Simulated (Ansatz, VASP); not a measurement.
**Two plane-wave programs on Mo**

INCAR

```
SYSTEM = Mo
PREC     = Accurate       ! precision mode
ENCUT    = 520            ! plane-wave cutoff, eV
EDIFF    = 1E-6           ! SCF threshold, eV
ISMEAR   = 0              ! smearing method
SIGMA    = 0.15           ! smearing width, eV
LREAL    = .FALSE.        ! projectors in reciprocal space
LASPH    = .TRUE.         ! aspherical terms in the spheres
NELM     = 100            ! most SCF steps
ALGO     = Fast           ! electronic algorithm
ISIF     = 2              ! what is computed and relaxed
LWAVE    = .FALSE.        ! write WAVECAR
LCHARG   = .TRUE.         ! write CHGCAR
LELF     = .TRUE.         ! ELF
LVHAR    = .TRUE.       
NBANDS   = 13             ! bands
```

The input KPOINTS:

```
regular mesh
0
G
  20 20 20
  0 0 0
```

POSCAR

```
Mo
1.0
   -1.2653155019      1.7320206726      1.6697155323
    1.2653155019     -1.7320206726      1.6697155323
    1.2653155019      1.7320206726     -1.6697155323
Mo
1
Direct
    0.0000000000      0.0000000000      0.0000000000
```

Input for Ansatz:

```yaml
crystal:
  lattice:
    - [-1.2653155019, 1.7320206726, 1.6697155323]
    - [1.2653155019, -1.7320206726, 1.6697155323]
    - [1.2653155019, 1.7320206726, -1.6697155323]
  atoms:
    - { symbol: Mo, position: [0.0, 0.0, 0.0] }
basis:
  ecutwfc: 420
kpoints:
  mp_grid: { grid: [20, 20, 20] }
hamiltonian:
  xc: lda
  pseudopotentials: { kind: paw, azcp: { folder: soft_1 } }
scf:
  occupations: { method: gaussian, width: 0.15 }
output:
  forces: true
  stress: true
  eigenvalues: true
```

Change from the starting cell: strain +e along x and -e along y -0.1500, strain +e along z and -e/2 along x and y +0.0733.

Alike in both runs: task single point; functional LDA; k mesh 20 × 20 × 20; occupations gaussian, width 0.15 eV; no spin polarisation.

```csv
,VASP,Ansatz
version,VASP 6.6.1,Ansatz 0.2.0
potentials or method,"VASP PAW LDA potentials, release 64 (Mo_sv), cutoff 520 eV","scalar-relativistic, plane waves, PAW"
valence electrons in the cell,14,14
```

|  | VASP | Ansatz | Ansatz less VASP |
| --- | --- | --- | --- |
| gap on the k mesh at the Fermi level (eV) | none | none | - |
| pressure (GPa) | 20.5 | 19.2 | -1.36 |
| traceless stress, the component that is largest in VASP (GPa) | 22.87 | 22.55 | -0.318 |

Ansatz warns that its potentials were made for another functional, while VASP's fit it. LDA's correlation is that of Perdew and Zunger in VASP and of Perdew and Wang (1992) in Ansatz. A gap of «none» marks a metal or a gap that the smearing closes.
